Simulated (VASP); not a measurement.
Write the native input for VASP 6.6.1 that does the following.

```yaml
Task: single point
Functional: PBE
Potentials_or_basis: VASP PAW PBE potentials, release 64 (Ni, Al)
Cutoff: 520 eV
k_mesh: 16 × 16 × 16
Occupations: fermi-dirac, width 0.05 eV
Spin: no spin polarisation
Dipole_correction: no
Further_INCAR_settings: ALGO = Normal; EDIFF = 1e-06; NBANDS = 14
```

The structure of AlNi (rocksalt type) lies in POSCAR:

```
AlNi
1.0
    0.0000000000      2.0757675785      2.0757675785
    2.0757675785      0.0000000000      2.0757675785
    2.0757675785      2.0757675785      0.0000000000
Ni Al
1 1
Direct
    0.0000000000      0.0000000000      0.0000000000
    0.5000000000      0.5000000000      0.5000000000
```

One way to write it, as run:

INCAR

```
ALGO = Normal
EDIFF = 1E-6
ENCUT = 520
GGA = PE
ISIF = 2
ISMEAR = -1
LASPH = True
LCHARG = False
LREAL = False
LWAVE = False
NBANDS = 14
NELM = 80
PREC = Accurate
SIGMA = 0.05
```

KPOINTS

```
k-points
0
Gamma
  16 16 16
```

Potentials or basis: VASP PAW PBE potentials, release 64 (Ni, Al).

The run is started by

```sh
$ cat potpaw_PBE.64/Ni/POTCAR potpaw_PBE.64/Al/POTCAR > POTCAR
$ mpirun -np 1 vasp_std > vasp.out
```

It gave:

| Property | Result |
| --- | --- |
| Pressure | 140.4 GPa |

It took 74 s on 1 thread of AMD EPYC 7R13 (shared host), peak memory 0.14 GiB.
